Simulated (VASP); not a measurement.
# Si4C (F-43m) in VASP: notebook

Runs on Si4C. Level: PBE. Tasks: single point, relaxation of cell and atoms.

Program: VASP 6.6.1. These are calculated values, not measurements. Logs are shortened: lines on timing, memory, paths and dates and some standing lists are left out, and cuts for length are marked.

### Step 1. The cell of the first run

Symmetry: F-43m, No. 216, cubic system. Conventional cell: a = 6.936 Å, b = 6.936 Å, c = 6.936 Å, α = 90.00°, β = 90.00°, γ = 90.00°. Within 3.2 Å of Si (site symmetry 3m) lie 6 Si at 2.44 to 2.47 Å and 3 C at 2.88 Å. C (site symmetry -43m) has 12 Si at 2.88 Å within 3.8 Å.

### Step 2. Single point, PBE

Contents of INCAR:

```
PREC     = Accurate       # precision mode
ENCUT    = 520            # plane-wave cutoff, eV
EDIFF    = 1E-7           # SCF threshold, eV
ISMEAR   = 0              # smearing method
SIGMA    = 0.1            # smearing width, eV
LREAL    = False          # projectors in reciprocal space
LASPH    = True           # aspherical terms in the spheres
NELM     = 80             # most SCF steps
ALGO     = Normal         # electronic algorithm
ISIF     = 2              # what is computed and relaxed
LWAVE    = False          # write WAVECAR
LCHARG   = False          # write CHGCAR
GGA      = PE             # functional
NBANDS   = 18             # bands
```

Contents of KPOINTS:

```
Automatic mesh
0
Gamma
  4 4 4
```

Contents of POSCAR:

```
Si4C
1.0
    0.0000000000      3.4680599366      3.4680599366
    3.4680599366      0.0000000000      3.4680599366
    3.4680599366      3.4680599366      0.0000000000
Si C
4 1
Direct
    0.3757586217      0.3757586217      0.3757586217
    0.3757586217      0.3757586217      0.8727241349
    0.3757586217      0.8727241349      0.3757586217
    0.8727241349      0.3757586217      0.3757586217
    0.0000000000      0.0000000000      0.0000000000
```

Potentials or basis: VASP PAW PBE potentials, release 64 (Si, C).

Started as:

```sh
> cat potpaw_PBE.64/Si/POTCAR potpaw_PBE.64/C/POTCAR > POTCAR
> mpirun -np 1 vasp_std > vasp.out
```

OUTCAR:

```text
PREC = Accurate
   ENCUT = 520
   EDIFF = 1E-7
   ISMEAR = 0
   LREAL = False
   LASPH = True
   NELM = 80
   ISIF = 2
   GGA = PE

 ion  position               nearest neighbor table
   1  0.376  0.376  0.376-   2 2.44   3 2.44   4 2.44   2 2.47   3 2.47   4 2.47
   2  0.376  0.376  0.873-   1 2.44   3 2.44   4 2.44   1 2.47   3 2.47   4 2.47
   3  0.376  0.873  0.376-   1 2.44   2 2.44   4 2.44   2 2.47   1 2.47   4 2.47
   4  0.873  0.376  0.376-   1 2.44   2 2.44   3 2.44   1 2.47   2 2.47   3 2.47
   5  0.000  0.000  0.000-

  LATTYP: Found a face centered cubic cell.
 ALAT       =     6.9361198732

  Lattice vectors:

 A1 = (   0.0000000000,   3.4680599366,   3.4680599366)
 A2 = (   3.4680599366,   0.0000000000,   3.4680599366)
 A3 = (   3.4680599366,   3.4680599366,   0.0000000000)

Analysis of symmetry for initial positions (statically):
=====================================================================
 Subroutine PRICEL returns:
 Original cell was already a primitive cell.

 Routine SETGRP: Setting up the symmetry group for a
 face centered cubic supercell.

 Subroutine GETGRP returns: Found 24 space group operations
 (whereof 24 operations were pure point group operations)
 out of a pool of 48 trial point group operations.

The static configuration has the point symmetry T_d .

Analysis of symmetry for dynamics (positions and initial velocities):
=====================================================================
 Subroutine PRICEL returns:
 Original cell was already a primitive cell.

 Routine SETGRP: Setting up the symmetry group for a
 face centered cubic supercell.

 Subroutine GETGRP returns: Found 24 space group operations
 (whereof 24 operations were pure point group operations)
 out of a pool of 48 trial point group operations.

The dynamic configuration has the point symmetry T_d .

 Subroutine INISYM returns: Found 24 space group operations
 (whereof 24 operations are pure point group operations),
 and found     1 'primitive' translations

----------------------------------------------------------------------------------------

                                     Primitive cell

  volume of cell :      83.4238

  direct lattice vectors                    reciprocal lattice vectors
     0.000000000  3.468059937  3.468059937    -0.144172825  0.144172825  0.144172825
     3.468059937  0.000000000  3.468059937     0.144172825 -0.144172825  0.144172825
     3.468059937  3.468059937  0.000000000     0.144172825  0.144172825 -0.144172825

  length of vectors
     4.904577397  4.904577397  4.904577397     0.249714659  0.249714659  0.249714659

  position of ions in fractional coordinates (direct lattice)
     0.375758622  0.375758622  0.375758622
     0.375758622  0.375758622  0.872724135
     0.375758622  0.872724135  0.375758622
     0.872724135  0.375758622  0.375758622
     0.000000000  0.000000000  0.000000000

  ion indices of the primitive-cell ions
   primitive index   ion index
                 1           1
                 2           2
                 3           3
                 4           4
                 5           5

----------------------------------------------------------------------------------------

 KPOINTS: Automatic mesh

Automatic generation of k-mesh.
 Grid dimensions read from file:
 generate k-points for:    4    4    4

 Generating k-lattice:

  Cartesian coordinates                     Fractional coordinates (reciprocal lattice)
    -0.036043206  0.036043206  0.036043206     0.250000000  0.000000000  0.000000000
     0.036043206 -0.036043206  0.036043206     0.000000000  0.250000000  0.000000000
     0.036043206  0.036043206 -0.036043206     0.000000000  0.000000000  0.250000000

  Length of vectors
     0.062428665  0.062428665  0.062428665

  Shift w.r.t. Gamma in fractional coordinates (k-lattice)
     0.000000000  0.000000000  0.000000000

 Subroutine IBZKPT returns following result:
 ===========================================

 Found      8 irreducible k-points:

 Following reciprocal coordinates:
            Coordinates               Weight
  0.000000  0.000000  0.000000      1.000000
  0.250000  0.000000  0.000000      8.000000
  0.500000  0.000000  0.000000      4.000000
  0.250000  0.250000  0.000000      6.000000
  0.500000  0.250000  0.000000     24.000000
 -0.250000  0.250000  0.000000     12.000000
  0.500000  0.500000  0.000000      3.000000
 -0.250000  0.500000  0.250000      6.000000
   k-points           NKPTS =      8   k-points in BZ     NKDIM =      8   number of bands    NBANDS=     18
   number of dos      NEDOS =    301   number of ions     NIONS =      5
   total plane-waves  NPLWV =  46656
   dimension x,y,z NGX =    36 NGY =   36 NGZ =   36
   dimension x,y,z NGXF=    72 NGYF=   72 NGZF=   72
   ions per type =               4   1
   NGX,Y,Z   is equivalent  to a cutoff of  12.20, 12.20, 12.20 a.u.
   NGXF,Y,Z  is equivalent  to a cutoff of  24.41, 24.41, 24.41 a.u.
 SYSTEM =  unknown system
   PREC   = accura    normal or accurate (medium, high low for compatibility)
   ISTART =      0    job   : 0-new  1-cont  2-samecut
   ICHARG =      2    charge: 1-file 2-atom 10-const
   ISPIN  =      1    spin polarized calculation?
   LNONCOLLINEAR =      F non collinear calculations
   LSORBIT =      F    spin-orbit coupling
   LASPH  =      T    aspherical Exc in radial PAW
   ENCUT  =  520.0 eV  38.22 Ry    6.18 a.u.   9.12  9.12  9.12*2*pi/ulx,y,z
   NELM   =     80;   NELMIN=  2; NELMDL= -5     # of ELM steps
   EDIFF  = 0.1E-06   stopping-criterion for ELM
   LREAL  =      F    real-space projection
   EDIFFG = 0.1E-05   stopping-criterion for IOM
   NSW    =      0    number of steps for IOM
   IBRION =     -1    ionic relax: 0-MD 1-quasi-New 2-CG
   NFREE  =      0    steps in history (QN), initial steepest desc. (CG)
   ISIF   =      2    stress and relaxation
   ISYM   =      2    0-nonsym 1-usesym 2-fastsym
   POTIM  = 0.5000    time-step for ionic-motion
   TEBEG  =    0.0;   TEEND  =   0.0 temperature during run
   PSTRESS=    0.0 pullay stress
   NELECT =      20.0000    total number of electrons
   NUPDOWN=      -1.0000    fix difference up-down
   EMIN   =  10.00;   EMAX   =-10.00  energy-range for DOS
   EFERMI =   0.00;   METHOD = LEGACY
   ISMEAR =     0;   SIGMA  =   0.10  broadening in eV -4-tet -1-fermi 0-gaus
   EFERMI_NEDOS =   21; number of points for ismear=-14 and -15
   IALGO  =     38    algorithm
   IMIX   =      4    mixing-type and parameters
     AMIX     =   0.40;   BMIX     =  1.00
     AMIX_MAG =   1.60;   BMIX_MAG =  1.00
  volume/ion in A,a.u.               =      16.68       112.59
  Fermi-wavevector in a.u.,A,eV,Ry     =   1.017001  1.921854 14.072396  1.034292
  Thomas-Fermi vector in A             =   2.150377
   LORBIT       =      0    0 simple, 1 ext, 2 COOP (PROOUT), +10 PAW based schemes
   GGA     = PE    functional components
   LHFCALC =     F    Hartree Fock is set to
   AEXX    =    0.0000 exact exchange contribution
   IVDW    =     0    specifies the selected vdW correction
   LEPSILON=     F    determine dielectric tensor
   LRPA    =     F    only Hartree local field effects (RPA)
 non-spin polarized calculation
 Gauss-broadening in eV      SIGMA  =   0.10
  energy-cutoff  :      520.00
  volume of cell :       83.42
 maximum number of plane-waves:      2272
   NGX = 19   NGY = 19   NGZ = 19

 number of electron      20.0000001 magnetization

 Free energy of the ion-electron system (eV)
  ---------------------------------------------------
  ext. energy  EPLUGINS =         0.00000000
  ---------------------------------------------------
  free energy    TOTEN  =       -23.14576356 eV

  energy without entropy =      -23.14121775  energy(sigma->0) =      -23.14349065

 E-fermi :   6.5133     XC(G=0):  -9.9742

 val. band max:        6.4515589399   @ k =   0.5000   0.5000   0.0000
 cond. band min:       6.6618177498   @ k =   0.5000   0.0000   0.0000
 fundamental gap:      0.2102588099
 Fermi energy:         6.5133412273

 k-point     1 :       0.0000    0.0000    0.0000
  band No.  band energies     occupation
      1      -7.1829      2.00000
      2      -1.8868      2.00000
      3      -0.5857      2.00000
      4       1.9046      2.00000
      5       1.9046      2.00000
      6       1.9046      2.00000
[... 10 lines left out ...]
     17      13.7487      0.00000
     18      13.7487      0.00000

 k-point     2 :       0.2500    0.0000    0.0000
  band No.  band energies     occupation
      1      -6.7186      2.00000
      2      -2.8646      2.00000
      3      -1.5536      2.00000
      4       1.1829      2.00000
      5       1.1829      2.00000
      6       1.5691      2.00000
[... 10 lines left out ...]
     17      11.9928      0.00000
     18      11.9928      0.00000

 k-point     3 :       0.5000    0.0000    0.0000
  band No.  band energies     occupation
      1      -5.8150      2.00000
      2      -4.4246      2.00000
      3      -1.9114      2.00000
      4       0.8975      2.00000
      5       0.8975      2.00000
      6       1.9195      2.00000
[... 10 lines left out ...]
     17      10.5232      0.00000
     18      11.7117      0.00000

 k-point     4 :       0.2500    0.2500    0.0000
  band No.  band energies     occupation
      1      -6.5556      2.00000
      2      -2.6586      2.00000
      3      -2.1480      2.00000
      4       0.2571      2.00000
      5       0.2571      2.00000
      6       2.5357      2.00000
[... 10 lines left out ...]
     17      12.3095      0.00000
     18      12.6098      0.00000

 k-point     5 :       0.5000    0.2500    0.0000
  band No.  band energies     occupation
      1      -5.5964      2.00000
      2      -4.0384      2.00000
      3      -2.9409      2.00000
      4       0.0663      2.00000
      5       0.2407      2.00000
      6       2.5546      2.00000
[... 10 lines left out ...]
     17      11.7644      0.00000
     18      12.9153      0.00000

 k-point     6 :      -0.2500    0.2500    0.0000
  band No.  band energies     occupation
      1      -5.9920      2.00000
      2      -3.6007      2.00000
      3      -2.8111      2.00000
      4       0.5576      2.00000
      5       0.7549      2.00000
      6       1.9006      2.00000
[... 10 lines left out ...]
     17      12.0993      0.00000
     18      12.1829      0.00000

 k-point     7 :       0.5000    0.5000    0.0000
  band No.  band energies     occupation
      1      -4.8922      2.00000
      2      -4.6632      2.00000
      3      -2.9763      2.00000
      4      -0.3893      2.00000
      5      -0.3893      2.00000
      6       1.8562      2.00000
[... 10 lines left out ...]
     17      11.4127      0.00000
     18      11.4127      0.00000

 k-point     8 :      -0.2500    0.5000    0.2500
  band No.  band energies     occupation
      1      -4.6588      2.00000
      2      -4.6365      2.00000
      3      -3.6282      2.00000
      4      -0.7660      2.00000
      5       1.2057      2.00000
      6       2.4474      2.00000
[... 10 lines left out ...]
     17      12.2651      0.00000
     18      13.0030      0.00000

------------------------ aborting loop because EDIFF is reached ----------------------------------------

  FORCE on cell =-STRESS in cart. coord.  units (eV):
  Direction    XX          YY          ZZ          XY          YZ          ZX
  --------------------------------------------------------------------------------------
  -------------------------------------------------------------------------------------
  Total        0.0290032      0.0290032      0.0290032      0.0000000      0.0000000      0.0000000
  in kB        0.5570141      0.5570141      0.5570141      0.0000000      0.0000000      0.0000000
  external PRESSURE =       0.5570141 kB  Pullay stress =       0.0000000 kB

 VOLUME and BASIS-vectors are now :
 -----------------------------------------------------------------------------
  energy-cutoff  :      520.00
  volume of cell :       83.42
      direct lattice vectors                 reciprocal lattice vectors
     0.000000000  3.468059937  3.468059937    -0.144172825  0.144172825  0.144172825
     3.468059937  0.000000000  3.468059937     0.144172825 -0.144172825  0.144172825
     3.468059937  3.468059937  0.000000000     0.144172825  0.144172825 -0.144172825

 POSITION                                       TOTAL-FORCE (eV/Angst)
 -----------------------------------------------------------------------------------
      2.60631      2.60631      2.60631        -0.005164     -0.005164     -0.005164
      4.32981      4.32981      2.60631         0.005164      0.005164     -0.005164
      4.32981      2.60631      4.32981         0.005164     -0.005164      0.005164
      2.60631      4.32981      4.32981        -0.005164      0.005164      0.005164
      0.00000      0.00000      0.00000         0.000000      0.000000     -0.000000
 -----------------------------------------------------------------------------------
    total drift:                               -0.000000     -0.000000     -0.000000

  FREE ENERGIE OF THE ION-ELECTRON SYSTEM (eV)
  ---------------------------------------------------
  free  energy   TOTEN  =       -23.1457635559 eV

  energy  without entropy=      -23.1412177452  energy(sigma->0) =      -23.14349065
```

It took 37 s on 1 thread of AMD EPYC 7R13, shared host; peak memory 0.16 GiB.

Results:

| Item | Value |
| --- | --- |
| Free energy | -23.1458 eV |
| Pressure | 0.1 GPa |
| Largest force | 0.009 eV/Å |
| Band gap on the k mesh | zero (band 10 reaches 7.21 eV, above the bottom of band 11 at 5.33 eV) |

Forces on the atoms (eV/Å):
```
Si  -0.005 -0.005 -0.005
Si   0.005  0.005 -0.005
Si   0.005 -0.005  0.005
Si  -0.005  0.005  0.005
C    0.000  0.000  0.000
```

Caveat: the k points lie up to 0.39 Å⁻¹ apart.

### Step 3. Relaxation of cell and atoms, PBE

This run uses another cell than the first one, of 14.46 Å³/atom, 0.867 times its volume.

Contents of INCAR:

```
SYSTEM = Si4C
PREC = Accurate
ENCUT = 600
EDIFF = 1E-7
ISMEAR = 0
SIGMA = 0.1
LREAL = .False.
LASPH = .True.
NELM = 80
ALGO = Normal
ISIF = 3
LWAVE = .False.
LCHARG = .False.
GGA = PE
IBRION = 2
NSW = 90
EDIFFG = -0.04
```

Contents of KPOINTS:

```
Automatic mesh
0
Gamma
  4 4 4
  0 0 0
```

Contents of POSCAR:

```
Si4C
1.0
    0.0000000000      3.3063917500      3.3063917500
    3.3063917500      0.0000000000      3.3063917500
    3.3063917500      3.3063917500      0.0000000000
Si C
4 1
Direct
    0.3734302600      0.3734302600      0.3734302600
    0.3734302600      0.3734302600      0.8797092300
    0.3734302600      0.8797092300      0.3734302600
    0.8797092300      0.3734302600      0.3734302600
    0.0000000000      0.0000000000      0.0000000000
```

Potentials or basis: VASP PAW PBE potentials, release 64 (Si, C).

Started as:

```sh
> cat potpaw_PBE.64/Si/POTCAR potpaw_PBE.64/C/POTCAR > POTCAR
> mpirun -np 1 vasp_std > vasp.out
```

OUTCAR:

```text
SYSTEM = Si4C
   PREC = Accurate
   ENCUT = 600
   EDIFF = 1E-7
   ISMEAR = 0
   LREAL = .False.
   LASPH = .True.
   NELM = 80
   ISIF = 3
   GGA = PE
   IBRION = 2
   NSW = 90
   EDIFFG = -0.04

 ion  position               nearest neighbor table
   1  0.373  0.373  0.373-   2 2.31   3 2.31   4 2.31   4 2.37   3 2.37   2 2.37
   2  0.373  0.373  0.880-   1 2.31   3 2.31   4 2.31   3 2.37   4 2.37   1 2.37
   3  0.373  0.880  0.373-   1 2.31   2 2.31   4 2.31   4 2.37   2 2.37   1 2.37
   4  0.880  0.373  0.373-   1 2.31   2 2.31   3 2.31   3 2.37   2 2.37   1 2.37
   5  0.000  0.000  0.000-

  LATTYP: Found a face centered cubic cell.
 ALAT       =     6.6127835000

  Lattice vectors:

 A1 = (   0.0000000000,   3.3063917500,   3.3063917500)
 A2 = (   3.3063917500,   0.0000000000,   3.3063917500)
 A3 = (   3.3063917500,   3.3063917500,   0.0000000000)

Analysis of symmetry for initial positions (statically):
[... 261 lines left out ...]
      9       2.5998      2.00000
     10       5.7410      2.00000
     11       5.7410      2.00000
     12       6.3717      1.99997
     13       6.3717      1.99997
     14       6.3717      1.99997
[... 194 lines left out ...]
--------------------------------------- Ionic step        5  -------------------------------------------

 number of electron      20.0000001 magnetization

 Free energy of the ion-electron system (eV)
  ---------------------------------------------------
  ext. energy  EPLUGINS =         0.00000000
  ---------------------------------------------------
  free energy    TOTEN  =       -23.14416655 eV

  energy without entropy =      -23.13964339  energy(sigma->0) =      -23.14190497

 E-fermi :   6.4785     XC(G=0):  -9.9615

 val. band max:        6.4164549767   @ k =   0.5000   0.5000   0.0000
 cond. band min:       6.6282492700   @ k =   0.5000   0.0000   0.0000
 fundamental gap:      0.2117942933
 Fermi energy:         6.4784501119

 k-point     1 :       0.0000    0.0000    0.0000
  band No.  band energies     occupation
      1      -7.1910      2.00000
      2      -1.9173      2.00000
      3      -0.6023      2.00000
      4       1.8703      2.00000
      5       1.8703      2.00000
      6       1.8703      2.00000
      7       2.3297      2.00000
      8       2.3297      2.00000
      9       2.3297      2.00000
     10       5.5481      2.00000
     11       5.5481      2.00000
     12       6.2307      1.99954
     13       6.2307      1.99954
     14       6.2307      1.99954
[... 149 lines left out ...]
  FREE ENERGIE OF THE ION-ELECTRON SYSTEM (eV)
  ---------------------------------------------------
  free  energy   TOTEN  =       -23.1441665529 eV

  energy  without entropy=      -23.1396433860  energy(sigma->0) =      -23.14190497

 reached required accuracy - stopping structural energy minimisation
```

CONTCAR:

```text
Si4C
   1.00000000000000
     0.0000000000000000    3.4717590505405549    3.4717590505405549
     3.4717590505405549    0.0000000000000000    3.4717590505405549
     3.4717590505405549    3.4717590505405549   -0.0000000000000000
  Si              C
     4     1
Direct
     0.3758107262156329    0.3758107262156329    0.3758107262156329
     0.3758107262156329    0.3758107262156329    0.8725678313531022
     0.3758107262156329    0.8725678313531022    0.3758107262156329
     0.8725678313531022    0.3758107262156329    0.3758107262156329
     0.0000000000000000    0.0000000000000000    0.0000000000000000

  0.00000000E+00  0.00000000E+00  0.00000000E+00
  0.00000000E+00  0.00000000E+00  0.00000000E+00
  0.00000000E+00  0.00000000E+00  0.00000000E+00
  0.00000000E+00  0.00000000E+00  0.00000000E+00
  0.00000000E+00  0.00000000E+00  0.00000000E+00
```

Wall time 2.4 min (1 thread of AMD EPYC 7R13, shared host); peak memory 0.2 GiB.

What came out:

| Property | Result |
| --- | --- |
| Free energy | -23.1442 eV |
| Relaxed volume | 16.74 Å³/atom |
| Relaxed cell | a = 4.910 Å, b = 4.910 Å, c = 4.910 Å, α = 60.00°, β = 60.00°, γ = 60.00° |
| Space group after relaxing (to 0.05 Å) | F-43m (No. 216) |
| Energy gained by relaxing | 114.3 meV/atom |
| Ionic steps | 5 |
| Pressure after relaxing | -0.2 GPa |
| Largest force after relaxing | 0.031 eV/Å |

Forces on the atoms (eV/Å):
```
Si  -0.018 -0.018 -0.018
Si   0.018  0.018 -0.018
Si   0.018 -0.018  0.018
Si  -0.018  0.018  0.018
C    0.000  0.000  0.000
```

The path:
| step | energy change (eV) | largest force (eV/Å) | pressure (GPa) | volume (Å³) |
| --- | --- | --- | --- | --- |
| 1 | 0.0000 | 1.4305 | 16.51 | 72.29 |
| 2 | -0.3687 | 1.3108 | -4.00 | 89.02 |
| 3 | -0.5426 | 0.6413 | 1.63 | 82.00 |
| 4 | -0.5633 | 0.2672 | -1.06 | 84.63 |
| 5 | -0.5715 | 0.0308 | -0.20 | 83.69 |

Final structure:
```xyz
5
Lattice="0.0000 3.4718 3.4718 3.4718 0.0000 3.4718 3.4718 3.4718 0.0000" Properties=species:S:1:pos:R:3 pbc="T T T"
Si    2.6094    2.6094    2.6094
Si    4.3341    4.3341    2.6094
Si    4.3341    2.6094    4.3341
Si    2.6094    4.3341    4.3341
C     0.0000    0.0000    0.0000
```

Caveat: the k points lie up to 0.39 Å⁻¹ apart in the final cell; the volume moved by over 15 % at a fixed basis, so the end points are rough; the bands computed are all filled at some k points, so no gap is given.
